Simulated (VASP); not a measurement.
Write the native input for VASP 6.6.1 that does the following.

```
Task                   : single point
Functional             : PBE
Potentials or basis    : VASP PAW PBE potentials, release 64 (Mo_sv, N)
Cutoff                 : 520 eV
k mesh                 : 6 × 6 × 10
Occupations            : fermi-dirac, width 0.05 eV
Spin                   : no spin polarisation
Dipole correction      : no
Further INCAR settings : ALGO = Normal; EDIFF = 1e-07; NBANDS = 33
```

The structure of MoN2 lies in POSCAR:

```
MoN2
1.0
    4.3480530000      0.0000000000      0.0000000000
    0.0000000000      4.3480530000      0.0000000000
    0.0000000000      0.0000000000      2.7674600000
Mo N
2 4
Direct
    0.0000000000      0.0000000000      0.0000000000
    0.5000000000      0.5000000000      0.0000000000
    0.6116470000      0.8883530000      0.5000000000
    0.3883530000      0.1116470000      0.5000000000
    0.1116470000      0.6116470000      0.5000000000
    0.8883530000      0.3883530000      0.5000000000
```

These files were run (other wordings do the same):

INCAR

```
  PREC = Accurate
  ENCUT = 520
  EDIFF = 1E-7
  ISMEAR = -1
  SIGMA = 0.05
  LREAL = F
  LASPH = T
  NELM = 80
  ALGO = Normal
  ISIF = 2
  LWAVE = F
  LCHARG = T
  GGA = PE
  LELF = T
  LVHAR = T
  NBANDS = 33
```

KPOINTS

```
regular mesh
0
Gamma
  6 6 10
```

Potentials or basis: VASP PAW PBE potentials, release 64 (Mo_sv, N).

Run with:

```console
$ cat potpaw_PBE.64/Mo_sv/POTCAR potpaw_PBE.64/N/POTCAR > POTCAR
$ mpirun -np 1 vasp_std > vasp.out
```

It gave:

* Pressure: -3.3 GPa
* Largest force: 0.154 eV/Å
* Band gap on the k mesh: zero (bands 24 and 25 overlap by 1.96 eV)

Caveat: the cell stands under tension.

It took 35 s on 1 thread of Intel(R) Xeon(R) 6975P-C (Granite Rapids) (shared host), peak memory 0.21 GiB.
